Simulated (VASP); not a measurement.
Here is a VASP 6.6.1 calculation.

INCAR

```
ALGO = Normal
EDIFF = 1E-6
ENCUT = 520
GGA = PE
ISIF = 2
ISMEAR = 0
LASPH = True
LCHARG = False
LREAL = False
LWAVE = False
NBANDS = 35
NELM = 100
PREC = Accurate
SIGMA = 0.1
```

KPOINTS

```
k-points
0
Gamma
  12 12 12
```

Contents of POSCAR:

```
Sn3O2
1.0
    1.7257866900      0.9963834101     10.1890362452
   -1.7257866900      0.9963834101     10.1890362452
    0.0000000000     -1.9927668201     10.1890362452
Sn O
3 2
Direct
    0.0000000000      0.0000000000      0.0000000000
    0.2143872921      0.2143872921      0.2143872921
    0.7856127079      0.7856127079      0.7856127079
    0.4204567549      0.4204567549      0.4204567549
    0.5795432451      0.5795432451      0.5795432451
```

Potentials or basis: VASP PAW PBE potentials, release 64 (Sn_d, O).

Command:

```sh
$ cat potpaw_PBE.64/Sn_d/POTCAR potpaw_PBE.64/O/POTCAR > POTCAR
$ mpirun -np 1 vasp_std > vasp.out
```

Task: Predict the pressure.

Result: 0.1 GPa.

Task: What does it give for the largest force?

Result: 0.048 eV/Å.

Task: Predict the band gap on the k mesh.

Result: Zero (bands 27 and 28 overlap by 1.53 eV).

Forces on the atoms (eV/Å):
```
Sn   0.000  0.000  0.000
Sn   0.000  0.000 -0.048
Sn   0.000  0.000  0.048
O    0.000  0.000 -0.045
O    0.000  0.000  0.045
```

Caveat: spin-orbit coupling is left out, which moves the levels of the heavy elements.
